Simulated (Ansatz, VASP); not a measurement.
One calculation of Si, two programs

File INCAR:

```
SYSTEM = Si
PREC     = Accurate       ! precision mode
ENCUT    = 520            ! plane-wave cutoff, eV
EDIFF    = 1E-6           ! SCF threshold, eV
ISMEAR   = 0              ! smearing method
SIGMA    = 0.15           ! smearing width, eV
LREAL    = .False.        ! projectors in reciprocal space
LASPH    = .True.         ! aspherical terms in the spheres
NELM     = 80             ! most SCF steps
ALGO     = Normal         ! electronic algorithm
ISIF     = 2              ! what is computed and relaxed
LWAVE    = .False.        ! write WAVECAR
LCHARG   = .False.        ! write CHGCAR
GGA      = CA             ! functional
NBANDS   = 11             ! bands
```

Contents of KPOINTS:

```
regular mesh
0
Gamma
  20 20 20
  0 0 0
```

Contents of POSCAR:

```
Si
1.0
   -2.4069428891      2.4069428891      1.2893874282
    2.4069428891     -2.4069428891      1.2893874282
    2.4069428891      2.4069428891     -1.2893874282
Si
2
Direct
    0.2500000000      0.7500000000      0.5000000000
    0.5000000000      0.5000000000      0.0000000000
```

Input for Ansatz:

```yaml
crystal:
  lattice:
    - [-2.4069428891, 2.4069428891, 1.2893874282]
    - [2.4069428891, -2.4069428891, 1.2893874282]
    - [2.4069428891, 2.4069428891, -1.2893874282]
  atoms:
    - { symbol: Si, position: [0.25, 0.75, 0.5] }
    - { symbol: Si, position: [0.5, 0.5, 0.0] }
basis:
  ecutwfc: 420
kpoints:
  mp_grid: { grid: [20, 20, 20] }
hamiltonian:
  xc: lda
scf:
  occupations: { method: gaussian, width: 0.15 }
output:
  forces: true
  stress: true
  eigenvalues: true
```

Change from the starting cell: strain +0.015 along x and y, -0.030 along z, atoms carried along.

Alike in both runs: task single point; functional LDA; k mesh 20 × 20 × 20; occupations gaussian, width 0.15 eV; no spin polarisation.

|  | VASP | Ansatz |
| --- | --- | --- |
| version | VASP 6.6.1 | Ansatz 0.2.0 |
| potentials or method | VASP PAW LDA potentials, release 64 (Si), cutoff 520 eV | scalar-relativistic, plane waves, PAW |
| valence electrons in the cell | 8 | 8 |

VASP gave:

* gap on the k mesh at the Fermi level (eV): none
* pressure (GPa): -1.0
* traceless stress, the component that is largest in VASP (GPa): 1.85

**Question.** What did Ansatz give for the same quantities?

**Answer.** gap on the k mesh at the Fermi level (eV): none; pressure (GPa): -1.1; traceless stress, the component that is largest in VASP (GPa): 1.82.

LDA's correlation is that of Perdew and Zunger in VASP and of Perdew and Wang (1992) in Ansatz. A gap of «none» marks a metal or a gap that the smearing closes.
